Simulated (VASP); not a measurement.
## TiTe2: single point with PBEsol

Crystal: TiTe2.

```xyz
3
Lattice="3.6990 0.0000 0.0000 -1.8495 3.2035 0.0000 0.0000 0.0000 6.4484" Properties=species:S:1:pos:R:3 pbc="T T T"
Ti    0.0000    0.0000    0.0000
Te    0.0000    2.1356    1.7223
Te    1.8495    1.0678    4.7260
```

```
Program                : VASP 6.6.1
Task                   : single point
Functional             : PBEsol
Potentials or basis    : VASP PAW PBE potentials, release 64 (Ti_sv, Te)
Cutoff                 : 520 eV
k mesh                 : 12 × 12 × 8
Occupations            : gaussian, width 0.03 eV
Spin                   : non-collinear spin, zero start, spin-orbit coupling
Starting moments       : [[0.0, 0.0, 0.0], [0.0, 0.0, 0.0], [0.0, 0.0, 0.0]] μB
Dipole correction      : no
Further INCAR settings : ALGO = Normal; EDIFF = 1e-06; NBANDS = 37
```

The pressure is 0.1 GPa and the largest force is 0.027 eV/Å. The net moment is 0.00 μB per cell and the valence electrons inside the program's atomic spheres are Ti 10.21; Te 3.42.

Forces on the atoms (eV/Å):
```
Ti   0.000  0.000  0.000
Te   0.000  0.000  0.027
Te   0.000  0.000 -0.027
```

Moments on the atoms (μB; x, y, z):
```
Ti  0.00 0.00 0.00
Te  0.00 0.00 0.00
Te  0.00 0.00 0.00
```

Run time: 4.2 min on 4 MPI ranks on Oxide Virtual Turin-like Processor, on a shared host, peak memory 0.7 GiB a rank.

Caveat: the PAW data sets were made with another functional, which shifts forces and pressure a little; this functional lacks dispersion, which binds layers or chains, so the pressure and a relaxed spacing across them are unreliable.
